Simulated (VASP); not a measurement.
# PbO (Pm-3m) in VASP: a series of runs

PbO is run at these levels: PBEsol, HSE06, PBE-based screened hybrid with 40 % exact exchange; tasks: single point.

Program: VASP 6.6.1. These are calculated values, not measurements. Logs are shortened: lines on timing, memory, paths and dates and some standing lists are left out, and cuts for length are marked.

## 1. The cell of the first run

It takes space group Pm-3m (No. 221, cubic). Conventional cell: a = 3.179 Å, b = 3.179 Å, c = 3.179 Å, α = 90.00°, β = 90.00°, γ = 90.00°. Pb (site symmetry m-3m) has 8 O at 2.75 Å and 6 Pb at 3.18 Å within 3.6 Å. Within 3.6 Å of O (site symmetry m-3m) lie 8 Pb at 2.75 Å and 6 O at 3.18 Å.

## 2. Single point, PBEsol

File INCAR:

```
SYSTEM = PbO
PREC = Accurate ; ENCUT = 520
EDIFF = 1E-7 ; ISMEAR = 0
SIGMA = 0.01 ; LREAL = .False.
LASPH = .True. ; NELM = 80
ALGO = Normal ; ISIF = 2
LWAVE = .False. ; LCHARG = .True.
GGA = PS ; LELF = .True.
LVHAR = .True. ; NBANDS = 17
```

File KPOINTS:

```
Automatic mesh
0
Gamma
  6 6 6
  0 0 0
```

File POSCAR:

```
PbO
1.0
    3.1793716482      0.0000000000      0.0000000000
    0.0000000000      3.1793716482      0.0000000000
    0.0000000000      0.0000000000      3.1793716482
Pb O
1 1
Direct
    0.0000000000      0.0000000000      0.0000000000
    0.5000000000      0.5000000000      0.5000000000
```

Potentials or basis: VASP PAW PBE potentials, release 64 (Pb_d, O).

Command:

```sh
cat potpaw_PBE.64/Pb_d/POTCAR potpaw_PBE.64/O/POTCAR > POTCAR
mpirun -np 1 vasp_std > vasp.out
```

OUTCAR:

```text
SYSTEM = PbO
   PREC = Accurate
   ENCUT = 520
   EDIFF = 1E-7
   ISMEAR = 0
   LREAL = .False.
   LASPH = .True.
   NELM = 80
   ISIF = 2
   GGA = PS

 ion  position               nearest neighbor table
   1  0.000  0.000  0.000-   2 2.75   2 2.75   2 2.75   2 2.75   2 2.75   2 2.75   2 2.75   2 2.75

   2  0.500  0.500  0.500-   1 2.75   1 2.75   1 2.75   1 2.75   1 2.75   1 2.75   1 2.75   1 2.75

  LATTYP: Found a simple cubic cell.
 ALAT       =     3.1793716482

  Lattice vectors:

 A1 = (   3.1793716482,   0.0000000000,   0.0000000000)
 A2 = (   0.0000000000,   3.1793716482,   0.0000000000)
 A3 = (   0.0000000000,   0.0000000000,   3.1793716482)

Analysis of symmetry for initial positions (statically):
=====================================================================
 Subroutine PRICEL returns:
 Original cell was already a primitive cell.

 Routine SETGRP: Setting up the symmetry group for a
 simple cubic supercell.

 Subroutine GETGRP returns: Found 48 space group operations
 (whereof 48 operations were pure point group operations)
 out of a pool of 48 trial point group operations.

The static configuration has the point symmetry O_h .

Analysis of symmetry for dynamics (positions and initial velocities):
=====================================================================
 Subroutine PRICEL returns:
 Original cell was already a primitive cell.

 Routine SETGRP: Setting up the symmetry group for a
 simple cubic supercell.

 Subroutine GETGRP returns: Found 48 space group operations
 (whereof 48 operations were pure point group operations)
 out of a pool of 48 trial point group operations.

The dynamic configuration has the point symmetry O_h .

 Subroutine INISYM returns: Found 48 space group operations
 (whereof 48 operations are pure point group operations),
 and found     1 'primitive' translations

----------------------------------------------------------------------------------------

                                     Primitive cell

  volume of cell :      32.1384

  direct lattice vectors                    reciprocal lattice vectors
     3.179371648  0.000000000  0.000000000     0.314527558  0.000000000  0.000000000
     0.000000000  3.179371648  0.000000000     0.000000000  0.314527558  0.000000000
     0.000000000  0.000000000  3.179371648     0.000000000  0.000000000  0.314527558

  length of vectors
     3.179371648  3.179371648  3.179371648     0.314527558  0.314527558  0.314527558

  position of ions in fractional coordinates (direct lattice)
     0.000000000  0.000000000  0.000000000
     0.500000000  0.500000000  0.500000000

  ion indices of the primitive-cell ions
   primitive index   ion index
                 1           1
                 2           2

----------------------------------------------------------------------------------------

 KPOINTS: Automatic mesh

Automatic generation of k-mesh.
 Grid dimensions read from file:
 generate k-points for:    6    6    6

 Generating k-lattice:

  Cartesian coordinates                     Fractional coordinates (reciprocal lattice)
     0.052421260  0.000000000  0.000000000     0.166666667  0.000000000  0.000000000
     0.000000000  0.052421260  0.000000000     0.000000000  0.166666667  0.000000000
     0.000000000  0.000000000  0.052421260     0.000000000  0.000000000  0.166666667

  Length of vectors
     0.052421260  0.052421260  0.052421260

  Shift w.r.t. Gamma in fractional coordinates (k-lattice)
     0.000000000  0.000000000  0.000000000

 Subroutine IBZKPT returns following result:
 ===========================================

 Found     20 irreducible k-points:

 Following reciprocal coordinates:
            Coordinates               Weight
  0.000000  0.000000  0.000000      1.000000
  0.166667  0.000000  0.000000      6.000000
  0.333333  0.000000  0.000000      6.000000
  0.500000  0.000000  0.000000      3.000000
  0.166667  0.166667  0.000000     12.000000
  0.333333  0.166667  0.000000     24.000000
[... 12 lines left out ...]
  0.500000  0.500000  0.333333      6.000000
  0.500000  0.500000  0.500000      1.000000
   k-points           NKPTS =     20   k-points in BZ     NKDIM =     20   number of bands    NBANDS=     17
   number of dos      NEDOS =    301   number of ions     NIONS =      2
   total plane-waves  NPLWV =  13824
   dimension x,y,z NGX =    24 NGY =   24 NGZ =   24
   dimension x,y,z NGXF=    48 NGYF=   48 NGZF=   48
   ions per type =               1   1
   NGX,Y,Z   is equivalent  to a cutoff of  12.55, 12.55, 12.55 a.u.
   NGXF,Y,Z  is equivalent  to a cutoff of  25.10, 25.10, 25.10 a.u.
 SYSTEM =  PbO
   PREC   = accura    normal or accurate (medium, high low for compatibility)
   ISTART =      0    job   : 0-new  1-cont  2-samecut
   ICHARG =      2    charge: 1-file 2-atom 10-const
   ISPIN  =      1    spin polarized calculation?
   LNONCOLLINEAR =      F non collinear calculations
   LSORBIT =      F    spin-orbit coupling
   LASPH  =      T    aspherical Exc in radial PAW
   ENCUT  =  520.0 eV  38.22 Ry    6.18 a.u.   5.91  5.91  5.91*2*pi/ulx,y,z
   NELM   =     80;   NELMIN=  2; NELMDL= -5     # of ELM steps
   EDIFF  = 0.1E-06   stopping-criterion for ELM
   LREAL  =      F    real-space projection
   EDIFFG = 0.1E-05   stopping-criterion for IOM
   NSW    =      0    number of steps for IOM
   IBRION =     -1    ionic relax: 0-MD 1-quasi-New 2-CG
   NFREE  =      0    steps in history (QN), initial steepest desc. (CG)
   ISIF   =      2    stress and relaxation
   ISYM   =      2    0-nonsym 1-usesym 2-fastsym
   POTIM  = 0.5000    time-step for ionic-motion
   TEBEG  =    0.0;   TEEND  =   0.0 temperature during run
   PSTRESS=    0.0 pullay stress
   NELECT =      20.0000    total number of electrons
   NUPDOWN=      -1.0000    fix difference up-down
   EMIN   =  10.00;   EMAX   =-10.00  energy-range for DOS
   EFERMI =   0.00;   METHOD = LEGACY
   ISMEAR =     0;   SIGMA  =   0.01  broadening in eV -4-tet -1-fermi 0-gaus
   EFERMI_NEDOS =   21; number of points for ismear=-14 and -15
   IALGO  =     38    algorithm
   IMIX   =      4    mixing-type and parameters
     AMIX     =   0.40;   BMIX     =  1.00
     AMIX_MAG =   1.60;   BMIX_MAG =  1.00
  volume/ion in A,a.u.               =      16.07       108.44
  Fermi-wavevector in a.u.,A,eV,Ry     =   1.397688  2.641247 26.579408  1.953531
  Thomas-Fermi vector in A             =   2.520920
   LORBIT       =      0    0 simple, 1 ext, 2 COOP (PROOUT), +10 PAW based schemes
   GGA     = PS    functional components
   LHFCALC =     F    Hartree Fock is set to
   AEXX    =    0.0000 exact exchange contribution
   IVDW    =     0    specifies the selected vdW correction
   LEPSILON=     F    determine dielectric tensor
   LRPA    =     F    only Hartree local field effects (RPA)
 non-spin polarized calculation
 Gauss-broadening in eV      SIGMA  =   0.01
  energy-cutoff  :      520.00
  volume of cell :       32.14
 maximum number of plane-waves:       912
 NGX is ok and might be reduce to    24
   NGX = 11   NGY = 11   NGZ = 11

 number of electron      19.9999997 magnetization

 Free energy of the ion-electron system (eV)
  ---------------------------------------------------
  ext. energy  EPLUGINS =         0.00000000
  ---------------------------------------------------
  free energy    TOTEN  =       -10.52407849 eV

  energy without entropy =      -10.52407849  energy(sigma->0) =      -10.52407849

 E-fermi :   6.8689     XC(G=0): -11.5536

 val. band max:        6.7592480424   @ k =   0.3333   0.1667   0.0000
 cond. band min:       7.4082333996   @ k =   0.5000   0.0000   0.0000
 fundamental gap:      0.6489853572
 Fermi energy:         6.8688743567

 k-point     1 :       0.0000    0.0000    0.0000
  band No.  band energies     occupation
      1     -10.1555      2.00000
      2      -9.6957      2.00000
      3      -9.6957      2.00000
      4      -8.9852      2.00000
      5      -8.9852      2.00000
      6      -8.9852      2.00000
[... 9 lines left out ...]
     16      24.4322      0.00000
     17      25.8037      0.00000

 k-point     2 :       0.1667    0.0000    0.0000
  band No.  band energies     occupation
      1      -9.9841      2.00000
      2      -9.6864      2.00000
      3      -9.5732      2.00000
      4      -9.0354      2.00000
      5      -9.0354      2.00000
      6      -8.9811      2.00000
[... 9 lines left out ...]
     16      23.8338      0.00000
     17      25.3095      0.00000

 k-point     3 :       0.3333    0.0000    0.0000
  band No.  band energies     occupation
      1      -9.6676      2.00000
      2      -9.6087      2.00000
      3      -9.3296      2.00000
      4      -9.1336      2.00000
      5      -9.1336      2.00000
      6      -8.9728      2.00000
[... 9 lines left out ...]
     16      21.7353      0.00000
     17      25.3235      0.00000

 k-point     4 :       0.5000    0.0000    0.0000
  band No.  band energies     occupation
      1      -9.6582      2.00000
      2      -9.3742      2.00000
      3      -9.2376      2.00000
      4      -9.1818      2.00000
      5      -9.1818      2.00000
      6      -8.9686      2.00000
[... 9 lines left out ...]
     16      23.8746      0.00000
     17      24.0962      0.00000

 k-point     5 :       0.1667    0.1667    0.0000
  band No.  band energies     occupation
      1      -9.8959      2.00000
      2      -9.6229      2.00000
      3      -9.5033      2.00000
      4      -9.0346      2.00000
      5      -9.0250      2.00000
      6      -9.0094      2.00000
[... 9 lines left out ...]
     16      22.6383      0.00000
     17      24.7724      0.00000

 k-point     6 :       0.3333    0.1667    0.0000
  band No.  band energies     occupation
      1      -9.7862      2.00000
      2      -9.5879      2.00000
      3      -9.2774      2.00000
      4      -9.1255      2.00000
      5      -9.0183      2.00000
      6      -8.8531      2.00000
[... 9 lines left out ...]
     16      23.6779      0.00000
     17      23.7272      0.00000

 k-point     7 :       0.5000    0.1667    0.0000
  band No.  band energies     occupation
      1      -9.7646      2.00000
      2      -9.5765      2.00000
      3      -9.1722      2.00000
      4      -9.1626      2.00000
      5      -9.0129      2.00000
      6      -8.7207      2.00000
[... 9 lines left out ...]
     16      22.7460      0.00000
     17      24.9831      0.00000

 k-point     8 :       0.3333    0.3333    0.0000
  band No.  band energies     occupation
      1     -10.0024      2.00000
      2      -9.4988      2.00000
      3      -9.1134      2.00000
      4      -9.1040      2.00000
      5      -9.0725      2.00000
      6      -8.4382      2.00000
[... 9 lines left out ...]
     16      23.4119      0.00000
     17      23.7695      0.00000
[... 123 lines left out ...]
      1      -9.9892      2.00000
      2      -9.3257      2.00000
      3      -9.2398      2.00000
      4      -9.1671      2.00000
      5      -8.9435      2.00000
      6      -8.2714      2.00000
[... 9 lines left out ...]
     16      22.0020      0.00000
     17      25.2301      0.00000

 k-point    16 :       0.5000    0.5000    0.1667
  band No.  band energies     occupation
      1     -10.0668      2.00000
      2      -9.2879      2.00000
      3      -9.2160      2.00000
      4      -9.2160      2.00000
      5      -8.8251      2.00000
      6      -8.1595      2.00000
[... 9 lines left out ...]
     16      21.3015      0.00000
     17      26.5117      0.00000

 k-point    17 :       0.3333    0.3333    0.3333
  band No.  band energies     occupation
      1      -9.8174      2.00000
      2      -9.3012      2.00000
      3      -9.3012      2.00000
      4      -9.0537      2.00000
      5      -9.0537      2.00000
      6      -8.3742      2.00000
[... 9 lines left out ...]
     16      20.1629      0.00000
     17      27.7678      0.00000

 k-point    18 :       0.5000    0.3333    0.3333
  band No.  band energies     occupation
      1      -9.7891      2.00000
      2      -9.3628      2.00000
      3      -9.2948      2.00000
      4      -9.0490      2.00000
      5      -8.9051      2.00000
      6      -8.3864      2.00000
[... 9 lines left out ...]
     16      20.7732      0.00000
     17      27.3535      0.00000

 k-point    19 :       0.5000    0.5000    0.3333
  band No.  band energies     occupation
      1      -9.7159      2.00000
      2      -9.3561      2.00000
      3      -9.3561      2.00000
      4      -8.9757      2.00000
      5      -8.8195      2.00000
      6      -8.4845      2.00000
[... 9 lines left out ...]
     16      20.4812      0.00000
     17      26.7792      0.00000

 k-point    20 :       0.5000    0.5000    0.5000
  band No.  band energies     occupation
      1      -9.4237      2.00000
      2      -9.4237      2.00000
      3      -9.4237      2.00000
      4      -8.8168      2.00000
      5      -8.8168      2.00000
      6      -8.7645      2.00000
[... 9 lines left out ...]
     16      20.3059      0.00000
     17      25.9062      0.00000

------------------------ aborting loop because EDIFF is reached ----------------------------------------

  FORCE on cell =-STRESS in cart. coord.  units (eV):
  Direction    XX          YY          ZZ          XY          YZ          ZX
  --------------------------------------------------------------------------------------
  -------------------------------------------------------------------------------------
  Total       -0.4279929     -0.4279929     -0.4279929      0.0000000     -0.0000000      0.0000000
  in kB      -21.3365037    -21.3365037    -21.3365037      0.0000000     -0.0000000      0.0000000
  external PRESSURE =     -21.3365037 kB  Pullay stress =       0.0000000 kB

 VOLUME and BASIS-vectors are now :
 -----------------------------------------------------------------------------
  energy-cutoff  :      520.00
  volume of cell :       32.14
      direct lattice vectors                 reciprocal lattice vectors
     3.179371648  0.000000000  0.000000000     0.314527558  0.000000000  0.000000000
     0.000000000  3.179371648  0.000000000     0.000000000  0.314527558  0.000000000
     0.000000000  0.000000000  3.179371648     0.000000000  0.000000000  0.314527558

 POSITION                                       TOTAL-FORCE (eV/Angst)
 -----------------------------------------------------------------------------------
      0.00000      0.00000      0.00000         0.000000      0.000000      0.000000
      1.58969      1.58969      1.58969         0.000000      0.000000      0.000000
 -----------------------------------------------------------------------------------
    total drift:                                0.000000      0.000000     -0.000000

  FREE ENERGIE OF THE ION-ELECTRON SYSTEM (eV)
  ---------------------------------------------------
  free  energy   TOTEN  =       -10.5240784948 eV

  energy  without entropy=      -10.5240784948  energy(sigma->0) =      -10.52407849
```

Wall time 12 s (1 thread of AMD EPYC 7R43 (Zen 3), shared host); peak memory 0.11 GiB.

What came out:

```
Free energy            : -10.5241 eV
Pressure               : -2.1 GPa
Band gap on the k mesh : 0.65 eV (least direct gap 0.83 eV)
```

Caveat: the PAW data sets were made with another functional, which shifts forces and pressure a little; spin-orbit coupling is left out, which moves the levels of the heavy elements. A k mesh can miss the band edges.

## 3. Single point, HSE06

POSCAR is that of step 2.

File INCAR.step1:

```
SYSTEM = PbO
PREC = Accurate
ENCUT = 520
EDIFF = 1E-5
ISMEAR = 0
SIGMA = 0.01
LREAL = .False.
LASPH = .True.
NELM = 60
ALGO = Normal
ISIF = 2
LWAVE = .True.
LCHARG = .False.
GGA = PE
NBANDS = 17
```

File INCAR.step2:

```
SYSTEM = PbO
PREC = Accurate
ENCUT = 520
EDIFF = 1E-6
ISMEAR = 0
SIGMA = 0.01
LREAL = .False.
LASPH = .True.
NELM = 60
ALGO = Normal
ISIF = 2
LWAVE = .False.
LCHARG = .False.
GGA = PE
LHFCALC = .True.
HFSCREEN = 0.2079
PRECFOCK = Normal
ISTART = 1
NBANDS = 17
```

File KPOINTS:

```
Automatic mesh
0
Gamma
  4 4 4
  0 0 0
```

Potentials or basis: VASP PAW PBE potentials, release 64 (Pb_d, O).

Command:

```sh
cat potpaw_PBE.64/Pb_d/POTCAR potpaw_PBE.64/O/POTCAR > POTCAR
cp INCAR.step1 INCAR
mpirun -np 1 vasp_std > vasp.out
cp INCAR.step2 INCAR
mpirun -np 1 vasp_std > vasp.out
```

It took 5.4 min on 1 thread of AMD EPYC 7R43 (Zen 3), shared host; peak memory 0.22 GiB.

Results (log left out):

| Item | Value |
| --- | --- |
| Free energy | -11.9695 eV |
| Pressure | -1.2 GPa |
| Band gap on the k mesh | 0.39 eV |

Levels at points of the mesh, in eV from the valence-band top:
```
           k point  band 7  band 8  band 9  band 10  band 11  band 12  band 13  band 14
(0.00, 0.00, 0.00)   -8.96   -2.33   -2.33    -2.33     9.95     9.95     9.95    10.72
(0.50, 0.00, 0.00)   -9.91   -1.45   -1.45     0.00     0.39     8.96     8.96    12.11
(0.50, 0.50, 0.00)   -6.15   -5.26   -5.26    -1.45     4.90     4.90    10.87    12.16
(0.50, 0.50, 0.50)   -3.24   -2.83   -2.83    -2.83     1.38     1.38     1.38    14.81
```

Caveat: the k points lie up to 0.49 Å⁻¹ apart; the PAW data sets were made with another functional, which shifts forces and pressure a little; spin-orbit coupling is left out, which moves the levels of the heavy elements. A k mesh can miss the band edges.

## 4. Single point, PBE-based screened hybrid with 40 % exact exchange

POSCAR is that of step 3.

File INCAR.step1:

```
PREC = Accurate ; ENCUT = 520
EDIFF = 1E-5 ; ISMEAR = 0
SIGMA = 0.01 ; LREAL = False
LASPH = True ; NELM = 80
ALGO = Normal ; ISIF = 2
LWAVE = True ; LCHARG = False
GGA = PE ; NBANDS = 17
```

File INCAR.step2:

```
PREC = Accurate ; ENCUT = 520
EDIFF = 1E-6 ; ISMEAR = 0
SIGMA = 0.01 ; LREAL = False
LASPH = True ; NELM = 80
ALGO = Normal ; ISIF = 2
LWAVE = False ; LCHARG = False
GGA = PE ; LHFCALC = True
AEXX = 0.4 ; HFSCREEN = 0.2078
PRECFOCK = Normal ; ISTART = 1
NBANDS = 17
```

File KPOINTS:

```
regular mesh
0
Gamma
  4 4 4
```

Command:

```sh
cat potpaw_PBE.64/Pb_d/POTCAR potpaw_PBE.64/O/POTCAR > POTCAR
cp INCAR.step1 INCAR
mpirun -np 1 vasp_std > vasp.out
cp INCAR.step2 INCAR
mpirun -np 1 vasp_std > vasp.out
```

Wall time 5.9 min (1 thread of AMD EPYC 7R43 (Zen 3), shared host); peak memory 0.22 GiB.

It converged, with:

* Free energy: -13.3883 eV
* Pressure: -2.4 GPa
* Band gap on the k mesh: 0.16 eV

Levels at points of the mesh, in eV from the valence-band top:
```tsv
k point	band 6	band 7	band 8	band 9	band 10	band 11	band 12	band 13	band 14	band 15
(0.00, 0.00, 0.00)	-19.17	-9.59	-2.89	-2.89	-2.89	10.40	10.40	10.40	10.98	10.98
(0.50, 0.00, 0.00)	-19.15	-10.72	-1.94	-1.94	0.00	0.16	9.26	9.26	12.43	14.83
(0.50, 0.50, 0.00)	-18.34	-6.67	-5.93	-5.93	-1.93	5.18	5.18	11.20	12.58	18.12
(0.50, 0.50, 0.50)	-18.98	-3.60	-3.43	-3.43	-3.43	1.44	1.44	1.44	15.43	15.43
```

Caveat: the k points lie up to 0.49 Å⁻¹ apart; the PAW data sets were made with another functional, which shifts forces and pressure a little; spin-orbit coupling is left out, which moves the levels of the heavy elements.

## 5. Overview

```tsv
level	k mesh	grid for exact exchange (PRECFOCK)	share of exact exchange	screening parameter	gap on the mesh (eV)	pressure (GPa)
PBEsol	6 × 6 × 6	-	-	-	0.65	-2.1
HSE06	4 × 4 × 4	Normal	0.25	0.2079 1/Å	0.39	-1.2
PBE-based screened hybrid with 40 % exact exchange	4 × 4 × 4	Normal	0.4	0.2078 1/Å	0.16	-2.4
```

Alike in all rows: task single point; potentials or basis VASP PAW PBE potentials, release 64 (Pb_d, O); no spin polarisation; cell as given; cutoff (eV) 520; smearing gaussian 0.01 eV.

Caveats: some runs use coarse meshes; the PAW data sets were made with another functional, which shifts forces and pressure a little; spin-orbit coupling is left out, which moves the levels of the heavy elements.

Absolute energies hang on the potentials; compare differences alone.
